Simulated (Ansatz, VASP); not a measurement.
**One calculation of LiF, two programs**

Contents of INCAR:

```
PREC = Accurate
ENCUT = 520
EDIFF = 1E-6
ISMEAR = 0
SIGMA = 0.05
LREAL = F
LASPH = T
NELM = 60
ALGO = Normal
ISIF = 2
LWAVE = F
LCHARG = F
GGA = PE
NBANDS = 12
```

File KPOINTS:

```
regular mesh
0
Gamma
  10 10 10
```

The input POSCAR:

```
LiF
1.0
    2.5595330000      0.0000000000      0.0000000000
    0.0000000000      2.6491166550      0.0000000000
    0.0000000000      0.0000000000      2.5595330000
Li F
1 1
Direct
    0.0000000000      0.0000000000      0.0000000000
    0.5000000000      0.5000000000      0.5000000000
```

Input for Ansatz:

```yaml
crystal:
  lattice:
    - [2.559533, 0.0, 0.0]
    - [0.0, 2.649116655, 0.0]
    - [0.0, 0.0, 2.559533]
  atoms:
    - { symbol: Li, position: [0.0, 0.0, 0.0] }
    - { symbol: F, position: [0.5, 0.5, 0.5] }
basis:
  ecutwfc: 420
kpoints:
  mp_grid: { grid: [10, 10, 10] }
hamiltonian:
  xc: pbe
scf:
  occupations: { method: gaussian, width: 0.05 }
output:
  forces: true
  stress: true
  eigenvalues: true
```

Change from the starting cell: strain +0.0350 x Voigt [0, 1, 0, 0, 0, 0], atoms carried along.

Alike in both runs: task single point; functional PBE; k mesh 10 × 10 × 10; occupations gaussian, width 0.05 eV; no spin polarisation.

```csv
,VASP,Ansatz
version,VASP 6.6.1,Ansatz 0.2.0
potentials or method,"VASP PAW PBE potentials, release 64 (Li_sv, F), cutoff 520 eV","scalar-relativistic, plane waves, PAW"
valence electrons in the cell,10,10
```

|  | VASP | Ansatz | Ansatz less VASP |
| --- | --- | --- | --- |
| gap on the k mesh at the Fermi level (eV) | 7.14 | 7.14 | -0.009 |
| least direct gap on the mesh (eV) | 7.74 | 7.73 | -0.008 |

With one functional, cell and mesh, what is left measures potentials, basis and numerics.

Noted on VASP's run: the cutoff is short for stress, so the pressure is rough.
